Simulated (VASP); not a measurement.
LiSe:

```
CELL_PARAMETERS angstrom
4.11464 0.00000 0.00000
0.00000 6.33021 0.00000
0.00000 0.00000 6.33021
ATOMIC_POSITIONS crystal
Li 0.00000 0.75000 0.00000
Li 0.50000 0.25000 0.50000
Se 0.00000 0.44500 0.30500
Se 0.50000 0.55500 0.80500
```

| Item | Value |
| --- | --- |
| Program | VASP 6.6.1 |
| Task | relaxation of cell and atoms |
| Functional | PBE |
| Potentials or basis | VASP PAW PBE potentials, release 64 (Li_sv, Se) |
| Cutoff | 600 eV |
| k mesh | 4 × 4 × 4 |
| Occupations | gaussian, width 0.1 eV |
| Spin | no spin polarisation |

At the start: pressure -3.5 GPa; volume 41.22 Å³/atom.

Where does the relaxation end?

Over 31 steps the energy falls by 523.4 meV/atom and the volume is 17.89 Å³/atom (-56.6 %); space group Pmmn (No. 59, to 0.05 Å).

Step by step:
| step | energy change (eV) | largest force (eV/Å) | pressure (GPa) | volume (Å³) |
| --- | --- | --- | --- | --- |
| 1 | 0.0000 | 0.7323 | -3.49 | 164.88 |
| 2 | -0.4746 | 0.4004 | -2.79 | 144.38 |
| 3 | -0.7626 | 0.3639 | -0.82 | 124.22 |
| 4 | -0.7771 | 0.4302 | 0.32 | 117.80 |
| 5 | -0.7785 | 0.3642 | -0.02 | 119.51 |
| 6 | -0.8306 | 0.4252 | 0.00 | 117.81 |
| 7 | -0.8942 | 0.8812 | 0.37 | 112.47 |
| 8 | -0.8979 | 0.7525 | 0.21 | 113.79 |
| 9 | -0.9292 | 0.7063 | 0.08 | 113.22 |
| 10 | -0.9998 | 0.5872 | -0.26 | 111.46 |
| 11 | -1.0756 | 0.5317 | -0.81 | 107.68 |
| 12 | -1.1903 | 0.5002 | -1.55 | 99.22 |
| 13 | -1.2702 | 0.4637 | -1.57 | 96.51 |
| 14 | -1.4936 | 0.4178 | -1.20 | 88.31 |
| 15 | -1.5340 | 1.6394 | 4.50 | 71.87 |
| 16 | -1.6289 | 0.4884 | -0.43 | 83.31 |
| 17 | -1.7075 | 0.7812 | 1.23 | 77.58 |
| 18 | -1.8298 | 0.7838 | 0.24 | 76.79 |
| 19 | -1.8559 | 0.7824 | -0.12 | 75.83 |
| 20 | -1.9762 | 0.3847 | -0.96 | 75.20 |
| 21 | -2.0099 | 0.2138 | -1.30 | 74.46 |
| 22 | -2.0110 | 0.1938 | -1.29 | 74.57 |
| 23 | -2.0580 | 0.1622 | -0.07 | 72.11 |
| 24 | -2.0628 | 0.1496 | 0.49 | 71.16 |
| 25 | -2.0755 | 0.1133 | 0.11 | 71.63 |
| 26 | -2.0854 | 0.0499 | -0.52 | 72.50 |
| 27 | -2.0904 | 0.0448 | -0.01 | 71.54 |
| 28 | -2.0905 | 0.0438 | -0.08 | 71.65 |
| 29 | -2.0927 | 0.0416 | 0.08 | 71.36 |
| 30 | -2.0929 | 0.0411 | 0.15 | 71.23 |
| 31 | -2.0936 | 0.0339 | -0.06 | 71.57 |

Final structure:
```
CELL_PARAMETERS angstrom
4.88438 0.00000 0.00000
0.00000 3.88137 0.00000
0.00000 0.00000 3.77500
ATOMIC_POSITIONS crystal
Li 0.00000 0.94325 0.90260
Li 0.50000 0.05675 0.40260
Se 0.00000 0.46673 0.40240
Se 0.50000 0.53327 0.90240
```

Caveat: the k points lie up to 0.42 Å⁻¹ apart in the final cell; the cutoff is under 1.25 times the usual one of these potentials, so pressure, stress and relaxed cells hold a basis-set (Pulay) error; the volume moved by over 15 % at a fixed basis, so the end points are rough.
